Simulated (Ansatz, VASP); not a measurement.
This is a calculation of SnSe for Ansatz 0.2.0.

Contents of input.yaml:

```yaml
crystal:
  lattice:
    - [11.3433533953, 0.0, 0.0]
    - [0.0, 4.1618783473, 0.0]
    - [0.0, 0.0, 4.4300662122]
  atoms:
    - { symbol: Sn, position: [0.877, 0.75, 0.909] }
    - { symbol: Sn, position: [0.623, 0.25, 0.409] }
    - { symbol: Sn, position: [0.377, 0.75, 0.591] }
    - { symbol: Sn, position: [0.123, 0.25, 0.091] }
    - { symbol: Se, position: [0.643, 0.75, 0.984] }
    - { symbol: Se, position: [0.857, 0.25, 0.484] }
    - { symbol: Se, position: [0.143, 0.75, 0.516] }
    - { symbol: Se, position: [0.357, 0.25, 0.016] }
hamiltonian:
  xc: rpbe
  pseudopotentials: { kind: paw }
  dispersion: d3bj
kpoints:
  mp_grid: { grid: [3, 6, 6] }
scf:
  occupations: { method: fermi_dirac, width: 0.05 }
output:
  forces: true
  stress: true
  eigenvalues: true
```

Potentials or basis: Ansatz PAW.

Command:

```bash
$ ansatz run input.yaml --threads 2 --pin off --max-ram 5120MiB --backend cpu --events-out ev --progress --plain --runs-dir out
```

Task: Set up the same calculation for VASP 6.6.1. Potentials there: VASP PAW PBE potentials, release 64 (Sn_d, Se).

Result: As run (the cutoff follows the program's own potentials):

The input INCAR:

```
  PREC = Accurate
  ENCUT = 520
  EDIFF = 1E-6
  ISMEAR = -1
  SIGMA = 0.05
  LREAL = False
  LASPH = True
  NELM = 80
  ALGO = Normal
  ISIF = 2
  LWAVE = False
  LCHARG = False
  GGA = RP
  IVDW = 12
  NBANDS = 50
```

The input KPOINTS:

```
Automatic mesh
0
Gamma
  3 6 6
```

File POSCAR:

```
SnSe
1.0
   11.3433533953      0.0000000000      0.0000000000
    0.0000000000      4.1618783473      0.0000000000
    0.0000000000      0.0000000000      4.4300662122
Sn Se
4 4
Direct
    0.8770000000      0.7500000000      0.9090000000
    0.6230000000      0.2500000000      0.4090000000
    0.3770000000      0.7500000000      0.5910000000
    0.1230000000      0.2500000000      0.0910000000
    0.6430000000      0.7500000000      0.9840000000
    0.8570000000      0.2500000000      0.4840000000
    0.1430000000      0.7500000000      0.5160000000
    0.3570000000      0.2500000000      0.0160000000
```

Potentials or basis: VASP PAW PBE potentials, release 64 (Sn_d, Se).

Launch:

```bash
$ cat potpaw_PBE.64/Sn_d/POTCAR potpaw_PBE.64/Se/POTCAR > POTCAR
$ mpirun -np 1 vasp_std > vasp.out
```

Both were run:

|  | VASP | Ansatz | Ansatz less VASP |
| --- | --- | --- | --- |
| gap on the k mesh at the Fermi level (eV) | 0.57 | 0.58 | +0.005 |
| least direct gap on the mesh (eV) | 0.73 | 0.74 | +0.010 |
| pressure (GPa) | -8.9 | -9.0 | -0.03 |
| traceless stress, the component that is largest in VASP (GPa) | 2.38 | 2.35 | -0.028 |
| rms of the force components (eV/Å) | 0.264 | 0.254 | -0.0092 |

VASP's potentials were made for PBE, not for RPBE. Atom by atom the forces differ by 0.010 eV/Å (rms over components). VASP's potentials hold 80 valence electrons a cell and Ansatz's 120, so a difference there can come from the potentials and not from the codes.

Noted on Ansatz's run: odd divisions of the mesh miss points on the zone boundary, where band edges often lie, so the gap on the mesh can be too wide.
